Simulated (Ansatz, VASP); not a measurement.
**Zr: VASP beside Ansatz**

INCAR

```
ALGO = Normal
EDIFF = 1E-6
ENCUT = 520
GGA = CA
ISIF = 2
ISMEAR = -1
LASPH = True
LCHARG = False
LREAL = False
LWAVE = False
NBANDS = 12
NELM = 80
PREC = Accurate
SIGMA = 0.1
```

The input KPOINTS:

```
k-points
0
Gamma
  21 21 21
```

POSCAR

```
Zr
1.0
   -1.6710603976      1.6710603976      1.6710603976
    1.6710603976     -1.6710603976      1.6710603976
    1.6710603976      1.6710603976     -1.6710603976
Zr
1
Direct
    0.0000000000      0.0000000000      0.0000000000
```

Input for Ansatz:

```yaml
crystal:
  lattice:
    - [-1.6710603976, 1.6710603976, 1.6710603976]
    - [1.6710603976, -1.6710603976, 1.6710603976]
    - [1.6710603976, 1.6710603976, -1.6710603976]
  atoms:
    - { symbol: Zr, position: [0.0, 0.0, 0.0] }
hamiltonian:
  xc: lda
  pseudopotentials:
    kind: paw
    azcp:
      Zr: "pseudopotentials/Zr.paw.azcp"
basis:
  ecutwfc: 420
  fft_grid_basis: typed
kpoints:
  mp_grid: { grid: [21, 21, 21], shift: [0, 0, 0] }
magnetization:
  spin_polarized: false
scf:
  occupations: { method: fermi_dirac, width: 0.1 }
output:
  stress: true
```

Alike in both runs: task single point; functional LDA; k mesh 21 × 21 × 21; occupations fermi-dirac, width 0.1 eV; no spin polarisation.

|  | VASP | Ansatz |
| --- | --- | --- |
| version | VASP 6.6.1 | Ansatz 0.2.0 |
| potentials or method | VASP PAW LDA potentials, release 64 (Zr_sv), cutoff 520 eV | plane waves (420 eV) with PAW, scalar-relativistic |
| valence electrons in the cell | 12 | 12 |

```tsv
	VASP	Ansatz	Ansatz less VASP
pressure (GPa)	15.1	15.0	-0.16
```

Ansatz warns that its potentials were made for another functional, while VASP's fit it. LDA's correlation is that of Perdew and Zunger in VASP and of Perdew and Wang (1992) in Ansatz.
